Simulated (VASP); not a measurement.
# CsPbCl3 (C2) in VASP: single point with PBEsol

Aim: the single point of CsPbCl3 with PBEsol.

All numbers are computed with VASP 6.6.1; they aren't measurements. Logs are shortened: lines on timing, memory, paths and dates and some standing lists are left out, and cuts for length are marked.

**1. The cell of the first run**

The structure is monoclinic, space group C2 (No. 5). The conventional cell has a = 8.050 Å, b = 8.006 Å, c = 5.677 Å, α = 90.00°, β = 90.44°, γ = 90.00°. Within 5.0 Å of Cs (site symmetry 2) lie 12 Cl at 3.78 to 4.23 Å and 8 Pb at 4.91 to 4.94 Å. Pb (site symmetry 2) has 6 Cl at 2.79 to 2.89 Å within 3.7 Å. Within 4.3 Å of Cl (site symmetry 2) lie 2 Pb at 2.85 Å and 4 Cs at 3.78 to 4.23 Å and 8 Cl at 3.88 to 4.18 Å. Cl (site symmetry 1) has 2 Pb at 2.79 to 2.89 Å within 3.7 Å.

**2. Single point, PBEsol**

Input file INCAR:

```
SYSTEM = CsPbCl3
PREC     = Accurate       ! precision mode
ENCUT    = 520            ! plane-wave cutoff, eV
EDIFF    = 1E-6           ! SCF threshold, eV
ISMEAR   = 0              ! smearing method
SIGMA    = 0.05           ! smearing width, eV
LREAL    = .FALSE.        ! projectors in reciprocal space
LASPH    = .TRUE.         ! aspherical terms in the spheres
NELM     = 60             ! most SCF steps
ALGO     = Normal         ! electronic algorithm
ISIF     = 2              ! what is computed and relaxed
LWAVE    = .FALSE.        ! write WAVECAR
LCHARG   = .FALSE.        ! write CHGCAR
GGA      = PS             ! functional
NBANDS   = 30             ! bands
```

Input file KPOINTS:

```
regular mesh
0
G
  6 6 6
  0 0 0
```

Input file POSCAR:

```
CsPbCl3
1.0
    4.0031551156      2.3112226836      3.2955554574
   -4.0031551156      2.3112226836      3.2955554574
    0.0000000000     -4.6224453672      3.2955554574
Cs Pb Cl
1 1 3
Direct
    0.5000000000      0.5000000000      0.5000000000
    0.0000000000      0.0000000000      0.0000000000
    0.5000000000      0.0279679110      0.9720320890
    0.0186003000      0.9907673110      0.4906323890
    0.9813997000      0.5093676110      0.0092326890
```

Potentials or basis: VASP PAW PBE potentials, release 64 (Cs_sv, Pb_d, Cl).

On the command line:

```
$ cat potpaw_PBE.64/Cs_sv/POTCAR potpaw_PBE.64/Pb_d/POTCAR potpaw_PBE.64/Cl/POTCAR > POTCAR
$ mpirun -np 1 vasp_std > vasp.out
```

OUTCAR:

```text
SYSTEM = CsPbCl3
   PREC = Accurate
   ENCUT = 520
   EDIFF = 1E-6
   ISMEAR = 0
   LREAL = .FALSE.
   LASPH = .TRUE.
   NELM = 60
   ISIF = 2
   GGA = PS

 ion  position               nearest neighbor table
   1  0.500  0.500  0.500-
   2  0.000  0.000  0.000-   5 2.79   4 2.79   3 2.85   3 2.85   5 2.89   4 2.89
   3  0.500  0.028  0.972-   2 2.85   2 2.85
   4  0.019  0.991  0.491-   2 2.79   2 2.89
   5  0.981  0.509  0.009-   2 2.79   2 2.89

  LATTYP: Found a trigonal (rhomboedric) cell.
 ALAT       =     5.6769434510
 COS(alpha) =     0.0054979182

  Lattice vectors:

 A1 = (   4.0031551156,   2.3112226836,   3.2955554574)
 A2 = (  -4.0031551156,   2.3112226836,   3.2955554574)
 A3 = (   0.0000000000,  -4.6224453672,   3.2955554574)

Analysis of symmetry for initial positions (statically):
=====================================================================
 Subroutine PRICEL returns:
 Original cell was already a primitive cell.

 Routine SETGRP: Setting up the symmetry group for a
 trigonal (rhombohedral) supercell.

 Subroutine GETGRP returns: Found  2 space group operations
 (whereof  2 operations were pure point group operations)
 out of a pool of 12 trial point group operations.

The static configuration has the point symmetry C_2 .

Analysis of symmetry for dynamics (positions and initial velocities):
=====================================================================
 Subroutine PRICEL returns:
 Original cell was already a primitive cell.

 Routine SETGRP: Setting up the symmetry group for a
 trigonal (rhombohedral) supercell.

 Subroutine GETGRP returns: Found  2 space group operations
 (whereof  2 operations were pure point group operations)
 out of a pool of 12 trial point group operations.

The dynamic configuration has the point symmetry C_2 .

 Subroutine INISYM returns: Found  2 space group operations
 (whereof  2 operations are pure point group operations),
 and found     1 'primitive' translations

----------------------------------------------------------------------------------------

                                     Primitive cell

  volume of cell :     182.9465

  direct lattice vectors                    reciprocal lattice vectors
     4.003155116  2.311222684  3.295555457     0.124901480  0.072111903  0.101146328
    -4.003155116  2.311222684  3.295555457    -0.124901480  0.072111903  0.101146328
     0.000000000 -4.622445367  3.295555457     0.000000000 -0.144223807  0.101146328

  length of vectors
     5.676943451  5.676943451  5.676943451     0.176156425  0.176156425  0.176156425

  position of ions in fractional coordinates (direct lattice)
     0.500000000  0.500000000  0.500000000
     0.000000000  0.000000000  0.000000000
     0.500000000  0.027967911  0.972032089
     0.018600300  0.990767311  0.490632389
     0.981399700  0.509367611  0.009232689

  ion indices of the primitive-cell ions
   primitive index   ion index
                 1           1
                 2           2
                 3           3
                 4           4
                 5           5

----------------------------------------------------------------------------------------

 KPOINTS: regular mesh

Automatic generation of k-mesh.
 Grid dimensions read from file:
 generate k-points for:    6    6    6

 Generating k-lattice:

  Cartesian coordinates                     Fractional coordinates (reciprocal lattice)
     0.020816913  0.012018651  0.016857721     0.166666667 -0.000000000  0.000000000
    -0.020816913  0.012018651  0.016857721    -0.000000000  0.166666667  0.000000000
     0.000000000 -0.024037301  0.016857721     0.000000000  0.000000000  0.166666667

  Length of vectors
     0.029359404  0.029359404  0.029359404

  Shift w.r.t. Gamma in fractional coordinates (k-lattice)
     0.000000000  0.000000000  0.000000000

 Subroutine IBZKPT returns following result:
 ===========================================

 Found     68 irreducible k-points:

 Following reciprocal coordinates:
            Coordinates               Weight
  0.000000  0.000000  0.000000      1.000000
  0.166667 -0.000000  0.000000      2.000000
 -0.000000  0.166667  0.000000      4.000000
  0.333333  0.000000  0.000000      2.000000
  0.000000  0.333333  0.000000      4.000000
  0.500000 -0.000000 -0.000000      1.000000
[... 16 lines left out ...]
  0.500000  0.333333  0.000000      4.000000
  0.000000  0.500000  0.333333      4.000000
 [... further k-points ...]
   k-points           NKPTS =     68   k-points in BZ     NKDIM =     68   number of bands    NBANDS=     30
   number of dos      NEDOS =    301   number of ions     NIONS =      5
   total plane-waves  NPLWV =  74088
   dimension x,y,z NGX =    42 NGY =   42 NGZ =   42
   dimension x,y,z NGXF=    84 NGYF=   84 NGZF=   84
   ions per type =               1   1   3
   NGX,Y,Z   is equivalent  to a cutoff of  12.30, 12.30, 12.30 a.u.
   NGXF,Y,Z  is equivalent  to a cutoff of  24.60, 24.60, 24.60 a.u.
 SYSTEM =  CsPbCl3
   PREC   = accura    normal or accurate (medium, high low for compatibility)
   ISTART =      0    job   : 0-new  1-cont  2-samecut
   ICHARG =      2    charge: 1-file 2-atom 10-const
   ISPIN  =      1    spin polarized calculation?
   LNONCOLLINEAR =      F non collinear calculations
   LSORBIT =      F    spin-orbit coupling
   LASPH  =      T    aspherical Exc in radial PAW
   ENCUT  =  520.0 eV  38.22 Ry    6.18 a.u.  10.56 10.56 10.56*2*pi/ulx,y,z
   NELM   =     60;   NELMIN=  2; NELMDL= -5     # of ELM steps
   EDIFF  = 0.1E-05   stopping-criterion for ELM
   LREAL  =      F    real-space projection
   EDIFFG = 0.1E-04   stopping-criterion for IOM
   NSW    =      0    number of steps for IOM
   IBRION =     -1    ionic relax: 0-MD 1-quasi-New 2-CG
   NFREE  =      0    steps in history (QN), initial steepest desc. (CG)
   ISIF   =      2    stress and relaxation
   ISYM   =      2    0-nonsym 1-usesym 2-fastsym
   POTIM  = 0.5000    time-step for ionic-motion
   TEBEG  =    0.0;   TEEND  =   0.0 temperature during run
   PSTRESS=    0.0 pullay stress
   NELECT =      44.0000    total number of electrons
   NUPDOWN=      -1.0000    fix difference up-down
   EMIN   =  10.00;   EMAX   =-10.00  energy-range for DOS
   EFERMI =   0.00;   METHOD = LEGACY
   ISMEAR =     0;   SIGMA  =   0.05  broadening in eV -4-tet -1-fermi 0-gaus
   EFERMI_NEDOS =   21; number of points for ismear=-14 and -15
   IALGO  =     38    algorithm
   IMIX   =      4    mixing-type and parameters
     AMIX     =   0.40;   BMIX     =  1.00
     AMIX_MAG =   1.60;   BMIX_MAG =  1.00
  volume/ion in A,a.u.               =      36.59       246.92
  Fermi-wavevector in a.u.,A,eV,Ry     =   1.018086  1.923903 14.102420  1.036499
  Thomas-Fermi vector in A             =   2.151523
   LORBIT       =      0    0 simple, 1 ext, 2 COOP (PROOUT), +10 PAW based schemes
   GGA     = PS    functional components
   LHFCALC =     F    Hartree Fock is set to
   AEXX    =    0.0000 exact exchange contribution
   IVDW    =     0    specifies the selected vdW correction
   LEPSILON=     F    determine dielectric tensor
   LRPA    =     F    only Hartree local field effects (RPA)
 non-spin polarized calculation
 Gauss-broadening in eV      SIGMA  =   0.05
  energy-cutoff  :      520.00
  volume of cell :      182.95
 maximum number of plane-waves:      4950
   NGX = 21   NGY = 21   NGZ = 21

 number of electron      44.0000010 magnetization

 Free energy of the ion-electron system (eV)
  ---------------------------------------------------
  ext. energy  EPLUGINS =         0.00000000
  ---------------------------------------------------
  free energy    TOTEN  =       -18.36221570 eV

  energy without entropy =      -18.36221570  energy(sigma->0) =      -18.36221570

 E-fermi :   1.4287     XC(G=0):  -7.8357

 val. band max:        1.1841572045   @ k =   0.5000   0.5000   0.5000
 cond. band min:       3.2118240523   @ k =   0.5000   0.5000   0.5000
 fundamental gap:      2.0276668478
 Fermi energy:         1.4287058352

 k-point     1 :       0.0000    0.0000    0.0000
  band No.  band energies     occupation
      1     -19.8997      2.00000
      2     -15.3601      2.00000
      3     -15.3521      2.00000
      4     -15.1606      2.00000
      5     -15.1597      2.00000
      6     -15.1562      2.00000
[... 22 lines left out ...]
     29       7.2080      0.00000
     30       7.2223      0.00000

 k-point     2 :       0.1667   -0.0000    0.0000
  band No.  band energies     occupation
      1     -19.8993      2.00000
      2     -15.3601      2.00000
      3     -15.3324      2.00000
      4     -15.1608      2.00000
      5     -15.1603      2.00000
      6     -15.1563      2.00000
[... 22 lines left out ...]
     29       6.8616      0.00000
     30       7.3413      0.00000

 k-point     3 :      -0.0000    0.1667    0.0000
  band No.  band energies     occupation
      1     -19.8993      2.00000
      2     -15.3548      2.00000
      3     -15.3365      2.00000
      4     -15.1608      2.00000
      5     -15.1599      2.00000
      6     -15.1564      2.00000
[... 22 lines left out ...]
     29       6.7890      0.00000
     30       7.3201      0.00000

 k-point     4 :       0.3333    0.0000    0.0000
  band No.  band energies     occupation
      1     -19.8984      2.00000
      2     -15.3600      2.00000
      3     -15.2918      2.00000
      4     -15.1618      2.00000
      5     -15.1611      2.00000
      6     -15.1564      2.00000
[... 616 lines left out ...]
     29       7.3702      0.00000
     30       7.5879      0.00000

 k-point    23 :       0.5000    0.3333    0.0000
  band No.  band energies     occupation
      1     -19.8968      2.00000
      2     -15.3255      2.00000
      3     -15.2352      2.00000
      4     -15.1635      2.00000
      5     -15.1619      2.00000
      6     -15.1573      2.00000
[... 22 lines left out ...]
     29       7.5024      0.00000
     30       7.6196      0.00000

 k-point    24 :       0.0000    0.5000    0.3333
  band No.  band energies     occupation
      1     -19.8968      2.00000
      2     -15.3177      2.00000
      3     -15.2383      2.00000
      4     -15.1626      2.00000
      5     -15.1611      2.00000
      6     -15.1579      2.00000
[... 22 lines left out ...]
     29       7.4971      0.00000
     30       7.6153      0.00000

 [... further k-points ...]

------------------------ aborting loop because EDIFF is reached ----------------------------------------

  FORCE on cell =-STRESS in cart. coord.  units (eV):
  Direction    XX          YY          ZZ          XY          YZ          ZX
  --------------------------------------------------------------------------------------
  -------------------------------------------------------------------------------------
  Total       -0.8683647     -0.8155693     -0.8790339     -0.0457222     -0.0323399     -0.0560143
  in kB       -7.6048152     -7.1424527     -7.6982516     -0.4004178     -0.2832206     -0.4905525
  external PRESSURE =      -7.4818398 kB  Pullay stress =       0.0000000 kB

 VOLUME and BASIS-vectors are now :
 -----------------------------------------------------------------------------
  energy-cutoff  :      520.00
  volume of cell :      182.95
      direct lattice vectors                 reciprocal lattice vectors
     4.003155116  2.311222684  3.295555457     0.124901480  0.072111903  0.101146328
    -4.003155116  2.311222684  3.295555457    -0.124901480  0.072111903  0.101146328
     0.000000000 -4.622445367  3.295555457     0.000000000 -0.144223807  0.101146328

 POSITION                                       TOTAL-FORCE (eV/Angst)
 -----------------------------------------------------------------------------------
      0.00000      0.00000      4.94333         0.006379     -0.011048      0.000000
      0.00000      0.00000      0.00000        -0.065297      0.113098      0.000000
      1.88962     -3.27291      4.94333         0.014077     -0.024382      0.000000
     -3.89174      0.06495      4.94333        -0.009462     -0.057241      0.037133
      1.88962      3.40282      4.94333         0.054303     -0.020426     -0.037133
 -----------------------------------------------------------------------------------
    total drift:                                0.000131     -0.000225     -0.000000

  FREE ENERGIE OF THE ION-ELECTRON SYSTEM (eV)
  ---------------------------------------------------
  free  energy   TOTEN  =       -18.3622157009 eV

  energy  without entropy=      -18.3622157009  energy(sigma->0) =      -18.36221570
```

Run time: 9.1 min. Hardware: 1 thread of Intel Xeon 8259CL, shared host; peak memory 0.49 GiB.

Results:

| Quantity | Value |
| --- | --- |
| Free energy | -18.3622 eV |
| Pressure | -0.7 GPa |
| Largest force | 0.131 eV/Å |
| Band gap on the k mesh | 2.03 eV |

Forces on the atoms (eV/Å):
```
Cs   0.006 -0.011  0.000
Pb  -0.065  0.113  0.000
Cl   0.014 -0.024  0.000
Cl  -0.009 -0.057  0.037
Cl   0.054 -0.020 -0.037
```

Levels at points of the mesh, in eV from the valence-band top:
| k point | band 19 | band 20 | band 21 | band 22 | band 23 | band 24 | band 25 | band 26 |
| --- | --- | --- | --- | --- | --- | --- | --- | --- |
| (0.00, 0.00, 0.00) | -2.28 | -2.21 | -2.20 | -2.19 | 3.47 | 4.53 | 4.53 | 5.30 |
| (0.50, 0.00, 0.00) | -2.32 | -2.30 | -2.28 | -1.48 | 3.04 | 4.85 | 5.29 | 5.34 |
| (0.00, 0.50, 0.00) | -2.32 | -2.29 | -2.27 | -1.50 | 3.03 | 4.84 | 5.11 | 5.32 |
| (0.50, 0.50, 0.00) | -2.46 | -2.38 | -1.90 | -0.74 | 2.59 | 2.61 | 4.94 | 5.56 |
| (0.00, 0.50, 0.50) | -2.46 | -2.42 | -1.90 | -0.73 | 2.58 | 2.59 | 4.87 | 5.53 |
| (0.50, 0.50, 0.50) | -1.93 | -1.88 | -1.88 | 0.00 | 2.03 | 2.06 | 2.08 | 5.28 |

Caveat: the cell differs from its parent crystal (all Cl atoms moved +0.075 Å, as atom 3 towards its neighbour atom 1 (Cs) at 3.854 Å); the PAW data sets were made with another functional, which shifts forces and pressure a little; spin-orbit coupling is left out, which moves the levels of the heavy elements.
